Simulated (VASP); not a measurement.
# TmB3Au (P4_2/mcm) in VASP: relaxation of cell and atoms with PBE

Aim: the relaxation of cell and atoms of TmB3Au with PBE.

Everything below comes from runs of VASP 6.6.1. Logs are shortened: lines on timing, memory, paths and dates and some standing lists are left out, and cuts for length are marked.

## Step 1: The cell of the first run

The structure is tetragonal, space group P4_2/mcm (No. 132). The conventional cell has a = 4.658 Å, b = 4.658 Å, c = 6.791 Å, α = 90.00°, β = 90.00°, γ = 90.00°. Tm (site symmetry mmm) has 4 B at 1.70 to 1.89 Å within 2.3 Å. B (site symmetry m2m) has 1 Au at 1.41 Å and 1 Tm at 1.89 Å within 1.9 Å. Within 2.3 Å of B (site symmetry -42m) lie 2 Tm at 1.70 Å. Within 1.9 Å of Au (site symmetry mmm) lie 2 B at 1.41 Å.

The cell was generated, and may not be a known phase.

## Step 2: Relaxation of cell and atoms, PBE

Input file INCAR:

```
PREC     = Accurate       # precision mode
ENCUT    = 500            # plane-wave cutoff, eV
EDIFF    = 1E-7           # SCF threshold, eV
ISMEAR   = 0              # smearing method
SIGMA    = 0.2            # smearing width, eV
LREAL    = False          # projectors in reciprocal space
LASPH    = True           # aspherical terms in the spheres
NELM     = 200            # most SCF steps
ALGO     = Normal         # electronic algorithm
ISIF     = 3              # what is computed and relaxed
LWAVE    = False          # write WAVECAR
LCHARG   = False          # write CHGCAR
GGA      = PE             # functional
IBRION   = 2              # ionic algorithm
NSW      = 36             # ionic steps
EDIFFG   = -0.08          # ionic threshold
GGA_COMPAT= False        
NELMIN   = 4            
LMAXMIX  = 6              # l up to which the mixer works
```

Input file KPOINTS:

```
Automatic mesh
0
Gamma
  4 4 3
```

Input file POSCAR:

```
TmB3Au
1.0
    4.6575124300      0.0000000000      0.0000000000
    0.0000000000      4.6575124300      0.0000000000
    0.0000000000      0.0000000000      6.7908679500
Tm B Au
2 6 2
Direct
    0.5000000000      0.5000000000      0.0000000000
    0.5000000000      0.5000000000      0.5000000000
    0.7865154500      0.7865154500      0.5000000000
    0.2134845500      0.2134845500      0.5000000000
    0.2134845500      0.7865154500      0.0000000000
    0.7865154500      0.2134845500      0.0000000000
    0.5000000000      0.5000000000      0.2500000000
    0.5000000000      0.5000000000      0.7500000000
    0.0000000000      0.0000000000      0.0000000000
    0.0000000000      0.0000000000      0.5000000000
```

Potentials or basis: VASP PAW PBE potentials, release 64 (Tm_3, B, Au), 4f in core.

Started as:

```console
cat potpaw_PBE.64/Tm_3/POTCAR potpaw_PBE.64/B/POTCAR potpaw_PBE.64/Au/POTCAR > POTCAR
mpirun -np 1 vasp_std > vasp.out
```

OUTCAR:

```text
PREC = Accurate
   ENCUT = 500
   EDIFF = 1E-7
   ISMEAR = 0
   LREAL = False
   LASPH = True
   NELM = 200
   ISIF = 3
   GGA = PE
   IBRION = 2
   NSW = 36
   EDIFFG = -0.08
   NELMIN = 4

 ion  position               nearest neighbor table
   1  0.500  0.500  0.000-   7 1.70   8 1.70   5 1.89   6 1.89   9 3.29   9 3.29   9 3.29   9 3.29
                             2 3.40   2 3.40
   2  0.500  0.500  0.500-   7 1.70   8 1.70   3 1.89   4 1.89  10 3.29  10 3.29  10 3.29  10 3.29
                             1 3.40   1 3.40
   3  0.787  0.787  0.500-  10 1.41   2 1.89
   4  0.213  0.213  0.500-  10 1.41   2 1.89
   5  0.213  0.787  0.000-   9 1.41   1 1.89
   6  0.787  0.213  0.000-   9 1.41   1 1.89
   7  0.500  0.500  0.250-   1 1.70   2 1.70
   8  0.500  0.500  0.750-   1 1.70   2 1.70
   9  0.000  0.000  0.000-   5 1.41   6 1.41   1 3.29   1 3.29   1 3.29   1 3.29  10 3.40  10 3.40

  10  0.000  0.000  0.500-   3 1.41   4 1.41   2 3.29   2 3.29   2 3.29   2 3.29   9 3.40   9 3.40

 -----------------------------------------------------------------------------
|                                                                             |
|           W    W    AA    RRRRR   N    N  II  N    N   GGGG   !!!           |
|           W    W   A  A   R    R  NN   N  II  NN   N  G    G  !!!           |
|           W    W  A    A  R    R  N N  N  II  N N  N  G       !!!           |
|           W WW W  AAAAAA  RRRRR   N  N N  II  N  N N  G  GGG   !            |
|           WW  WW  A    A  R   R   N   NN  II  N   NN  G    G                |
|           W    W  A    A  R    R  N    N  II  N    N   GGGG   !!!           |
|                                                                             |
|     The distance between some ions is very small. Please check the          |
|     nearest-neighbor list in the OUTCAR file.                               |
|     I HOPE YOU KNOW WHAT YOU ARE DOING!                                     |
|                                                                             |
 -----------------------------------------------------------------------------

  LATTYP: Found a simple tetragonal cell.
 ALAT       =     4.6575124300
 C/A-ratio  =     1.4580461248

  Lattice vectors:

 A1 = (   4.6575124300,   0.0000000000,   0.0000000000)
 A2 = (   0.0000000000,   4.6575124300,   0.0000000000)
 A3 = (   0.0000000000,   0.0000000000,   6.7908679500)

Analysis of symmetry for initial positions (statically):
=====================================================================
 Subroutine PRICEL returns:
 Original cell was already a primitive cell.

 Routine SETGRP: Setting up the symmetry group for a
 simple tetragonal supercell.

 Subroutine GETGRP returns: Found 16 space group operations
 (whereof  8 operations were pure point group operations)
 out of a pool of 16 trial point group operations.

The static configuration has the point symmetry D_2h.
 The point group associated with its full space group is D_4h.

Analysis of symmetry for dynamics (positions and initial velocities):
=====================================================================
 Subroutine PRICEL returns:
 Original cell was already a primitive cell.

 Routine SETGRP: Setting up the symmetry group for a
 simple tetragonal supercell.

 Subroutine GETGRP returns: Found 16 space group operations
 (whereof  8 operations were pure point group operations)
 out of a pool of 16 trial point group operations.

The dynamic configuration has the point symmetry D_2h.
 The point group associated with its full space group is D_4h.

 Subroutine INISYM returns: Found 16 space group operations
 (whereof  8 operations are pure point group operations),
 and found     1 'primitive' translations

----------------------------------------------------------------------------------------

                                     Primitive cell

  volume of cell :     147.3104

  direct lattice vectors                    reciprocal lattice vectors
     4.657512430  0.000000000  0.000000000     0.214706888  0.000000000  0.000000000
     0.000000000  4.657512430  0.000000000     0.000000000  0.214706888  0.000000000
     0.000000000  0.000000000  6.790867950     0.000000000  0.000000000  0.147256582

  length of vectors
     4.657512430  4.657512430  6.790867950     0.214706888  0.214706888  0.147256582

  position of ions in fractional coordinates (direct lattice)
     0.500000000  0.500000000  0.000000000
     0.500000000  0.500000000  0.500000000
     0.786515450  0.786515450  0.500000000
     0.213484550  0.213484550  0.500000000
     0.213484550  0.786515450  0.000000000
     0.786515450  0.213484550  0.000000000
     0.500000000  0.500000000  0.250000000
     0.500000000  0.500000000  0.750000000
     0.000000000  0.000000000  0.000000000
     0.000000000  0.000000000  0.500000000

  ion indices of the primitive-cell ions
   primitive index   ion index
                 1           1
                 2           2
                 3           3
                 4           4
                 5           5
                 6           6
                 7           7
                 8           8
                 9           9
                10          10

----------------------------------------------------------------------------------------

 KPOINTS: Automatic mesh

Automatic generation of k-mesh.
 Grid dimensions read from file:
 generate k-points for:    4    4    3

 Generating k-lattice:

  Cartesian coordinates                     Fractional coordinates (reciprocal lattice)
     0.053676722  0.000000000  0.000000000     0.250000000  0.000000000  0.000000000
     0.000000000  0.053676722  0.000000000     0.000000000  0.250000000  0.000000000
     0.000000000  0.000000000  0.049085527     0.000000000  0.000000000  0.333333333

  Length of vectors
     0.053676722  0.053676722  0.049085527

  Shift w.r.t. Gamma in fractional coordinates (k-lattice)
     0.000000000  0.000000000  0.000000000

 Subroutine IBZKPT returns following result:
 ===========================================

 Found     12 irreducible k-points:

 Following reciprocal coordinates:
            Coordinates               Weight
  0.000000  0.000000  0.000000      1.000000
  0.250000  0.000000  0.000000      4.000000
  0.500000  0.000000  0.000000      2.000000
  0.250000  0.250000  0.000000      4.000000
  0.500000  0.250000  0.000000      4.000000
  0.500000  0.500000  0.000000      1.000000
  0.000000  0.000000  0.333333      2.000000
  0.250000  0.000000  0.333333      8.000000
  0.500000  0.000000  0.333333      4.000000
  0.250000  0.250000  0.333333      8.000000
  0.500000  0.250000  0.333333      8.000000
  0.500000  0.500000  0.333333      2.000000
   k-points           NKPTS =     12   k-points in BZ     NKDIM =     12   number of bands    NBANDS=     35
   number of dos      NEDOS =    301   number of ions     NIONS =     10
   total plane-waves  NPLWV =  64800
   dimension x,y,z NGX =    36 NGY =   36 NGZ =   50
   dimension x,y,z NGXF=    72 NGYF=   72 NGZF=  100
   ions per type =               2   6   2
   NGX,Y,Z   is equivalent  to a cutoff of  12.85, 12.85, 12.24 a.u.
   NGXF,Y,Z  is equivalent  to a cutoff of  25.70, 25.70, 24.48 a.u.
 SYSTEM =  unknown system
   PREC   = accura    normal or accurate (medium, high low for compatibility)
   ISTART =      0    job   : 0-new  1-cont  2-samecut
   ICHARG =      2    charge: 1-file 2-atom 10-const
   ISPIN  =      1    spin polarized calculation?
   LNONCOLLINEAR =      F non collinear calculations
   LSORBIT =      F    spin-orbit coupling
   LASPH  =      T    aspherical Exc in radial PAW
   ENCUT  =  500.0 eV  36.75 Ry    6.06 a.u.   8.49  8.49 12.38*2*pi/ulx,y,z
   NELM   =    200;   NELMIN=  4; NELMDL= -5     # of ELM steps
   EDIFF  = 0.1E-06   stopping-criterion for ELM
   LREAL  =      F    real-space projection
   EDIFFG = -.8E-01   stopping-criterion for IOM
   NSW    =     36    number of steps for IOM
   IBRION =      2    ionic relax: 0-MD 1-quasi-New 2-CG
   NFREE  =      1    steps in history (QN), initial steepest desc. (CG)
   ISIF   =      3    stress and relaxation
   ISYM   =      2    0-nonsym 1-usesym 2-fastsym
   POTIM  = 0.5000    time-step for ionic-motion
   TEBEG  =    0.0;   TEEND  =   0.0 temperature during run
   PSTRESS=    0.0 pullay stress
   NELECT =      58.0000    total number of electrons
   NUPDOWN=      -1.0000    fix difference up-down
   EMIN   =  10.00;   EMAX   =-10.00  energy-range for DOS
   EFERMI =   0.00;   METHOD = LEGACY
   ISMEAR =     0;   SIGMA  =   0.20  broadening in eV -4-tet -1-fermi 0-gaus
   EFERMI_NEDOS =   21; number of points for ismear=-14 and -15
   IALGO  =     38    algorithm
   IMIX   =      4    mixing-type and parameters
     AMIX     =   0.40;   BMIX     =  1.00
     AMIX_MAG =   1.60;   BMIX_MAG =  1.00
  volume/ion in A,a.u.               =      14.73        99.41
  Fermi-wavevector in a.u.,A,eV,Ry     =   1.199885  2.267454 19.588643  1.439725
  Thomas-Fermi vector in A             =   2.335736
   LORBIT       =      0    0 simple, 1 ext, 2 COOP (PROOUT), +10 PAW based schemes
   GGA     = PE    functional components
   LHFCALC =     F    Hartree Fock is set to
   AEXX    =    0.0000 exact exchange contribution
   IVDW    =     0    specifies the selected vdW correction
   LEPSILON=     F    determine dielectric tensor
   LRPA    =     F    only Hartree local field effects (RPA)
 conjugate gradient relaxation of ions
 non-spin polarized calculation
 Gauss-broadening in eV      SIGMA  =   0.20
  energy-cutoff  :      500.00
  volume of cell :      147.31
 maximum number of plane-waves:      3755
 NGX is ok and might be reduce to    36
   NGX = 17   NGY = 17   NGZ = 25

--------------------------------------- Ionic step        1  -------------------------------------------

 number of electron      57.9999997 magnetization

 Free energy of the ion-electron system (eV)
  ---------------------------------------------------
  ext. energy  EPLUGINS =         0.00000000
  ---------------------------------------------------
  free energy    TOTEN  =        12.57455661 eV

  energy without entropy =       12.66862857  energy(sigma->0) =       12.62159259

------------------------ aborting loop because EDIFF is reached ----------------------------------------

  FORCE on cell =-STRESS in cart. coord.  units (eV):
  Direction    XX          YY          ZZ          XY          YZ          ZX
  --------------------------------------------------------------------------------------
  -------------------------------------------------------------------------------------
  Total      134.2245567    134.2245567     79.2849065      0.0000000      0.0000000      0.0000000
  in kB     1459.8533472   1459.8533472    862.3186320      0.0000000      0.0000000      0.0000000
  external PRESSURE =    1260.6751088 kB  Pullay stress =       0.0000000 kB
[... 1505 lines left out ...]
     34       4.2745      0.00000
     35       5.0035      0.00000

[... ionic steps 4 to 31 ...]

--------------------------------------- Ionic step       32  -------------------------------------------

 number of electron      57.9999974 magnetization

------------------------ aborting loop because EDIFF is reached ----------------------------------------
[... 83 lines left out ...]
--------------------------------------- Ionic step       34  -------------------------------------------

 number of electron      57.9999999 magnetization

 Free energy of the ion-electron system (eV)
  ---------------------------------------------------
  ext. energy  EPLUGINS =         0.00000000
  ---------------------------------------------------
  free energy    TOTEN  =       -32.86516319 eV

  energy without entropy =      -32.67682345  energy(sigma->0) =      -32.77099332

 E-fermi :  -0.8252     XC(G=0):  -6.6711

 val. band max:       -0.8270218871   @ k =   0.2500   0.0000   0.3333
 cond. band min:      -0.7921970327   @ k =   0.2500   0.0000   0.0000
 fundamental gap:      0.0348248545
 Fermi energy:        -0.8251698565
[... 491 lines left out ...]
  FREE ENERGIE OF THE ION-ELECTRON SYSTEM (eV)
  ---------------------------------------------------
  free  energy   TOTEN  =       -32.8651631916 eV

  energy  without entropy=      -32.6768234491  energy(sigma->0) =      -32.77099332

 reached required accuracy - stopping structural energy minimisation
```

Wall time 24 min (1 thread of Intel Xeon Platinum 8488C (Sapphire Rapids), shared host); peak memory 0.31 GiB.

What came out:

| Property | Result |
| --- | --- |
| Free energy | -32.8652 eV |
| Relaxed volume | 35.95 Å³/atom |
| Relaxed cell | a = 6.205 Å, b = 6.205 Å, c = 9.337 Å, α = 90.00°, β = 90.00°, γ = 90.00° |
| Space group after relaxing (to 0.1 Å) | P4_2/mcm (No. 132) |
| Pressure after relaxing | 0.0 GPa |
| Largest force after relaxing | 0.023 eV/Å |
| Band gap on the k mesh | zero (bands 29 and 30 overlap by 0.65 eV) |

Forces on the atoms (eV/Å):
```
Tm   0.000  0.000  0.000
Tm   0.000  0.000  0.000
B    0.016  0.016  0.000
B   -0.016 -0.016  0.000
B   -0.016  0.016  0.000
B    0.016 -0.016  0.000
B    0.000  0.000  0.000
B    0.000  0.000  0.000
Au   0.000  0.000  0.000
Au   0.000  0.000  0.000
```

Stress tensor (GPa, compression positive):
```
-0.06  0.00  0.00
 0.00 -0.06  0.00
 0.00  0.00  0.15
```

Final structure:
```cif
data_structure
_symmetry_space_group_name_H-M 'P 1'
_symmetry_Int_Tables_number 1
_cell_length_a 6.2051
_cell_length_b 6.2051
_cell_length_c 9.3374
_cell_angle_alpha 90.000
_cell_angle_beta 90.000
_cell_angle_gamma 90.000
_cell_volume 359.52
loop_
_atom_site_label
_atom_site_type_symbol
_atom_site_fract_x
_atom_site_fract_y
_atom_site_fract_z
_atom_site_occupancy
Tm1 Tm 0.50000 0.50000 0.00000 1
Tm2 Tm 0.50000 0.50000 0.50000 1
B1 B 0.77160 0.77160 0.50000 1
B2 B 0.22840 0.22840 0.50000 1
B3 B 0.22840 0.77160 0.00000 1
B4 B 0.77160 0.22840 0.00000 1
B5 B 0.50000 0.50000 0.25000 1
B6 B 0.50000 0.50000 0.75000 1
Au1 Au 0.00000 0.00000 0.00000 1
Au2 Au 0.00000 0.00000 0.50000 1
```

Caveat: the volume moved by over 15 % at a fixed basis, so the end points are rough; spin-orbit coupling is left out, which moves the levels of the heavy elements; the 4f electrons are frozen in the core, so they carry no moment and show no levels. Spin polarisation is off, so any magnetic state and its effect on volume and gap are missing.

The gap in the log of VASP goes by the Fermi energy; the results here count the filled bands.